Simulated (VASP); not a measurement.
Yb:

```
Yb
1.0
     0.00000    2.74310    2.74310
     2.74310    0.00000    2.74310
     2.74310    2.74310    0.00000
Yb
1
Direct
  0.00000 0.00000 0.00000
```

* Program: VASP 6.6.1
* Task: relaxation of cell and atoms
* Functional: LDA
* Potentials or basis: VASP PAW PBE potentials, release 64 (Yb_2), 4f in core
* Cutoff: 600 eV
* k mesh: 8 × 8 × 8
* Occupations: gaussian, width 0.05 eV
* Spin: collinear spin, ferromagnetic start
* Starting moments: [1.0] μB

At the start: pressure -2.8 GPa; volume 41.28 Å³/atom.

**Question.** Where does the relaxation end?

**Answer.** Over 4 steps the energy falls by 77.6 meV/atom and the volume is 33.69 Å³/atom (-18.4 %); space group Fm-3m (No. 225, to 0.1 Å) before and after; moment 0.00 μB per cell.

The path:
```tsv
step	energy change (eV)	largest force (eV/Å)	pressure (GPa)	volume (Å³)
1	0.0000	0.0000	-2.79	41.28
2	-0.0590	0.0000	-1.64	37.14
3	-0.0769	0.0000	-0.35	34.35
4	-0.0776	0.0000	0.03	33.69
```

Final structure:
```
CELL_PARAMETERS angstrom
0.00000 2.56338 2.56338
2.56338 0.00000 2.56338
2.56338 2.56338 0.00000
ATOMIC_POSITIONS crystal
Yb 0.00000 0.00000 0.00000
```

Caveat: the volume moved by over 15 % at a fixed basis, so the end points are rough; the PAW data sets were made with another functional, which shifts forces and pressure a little.
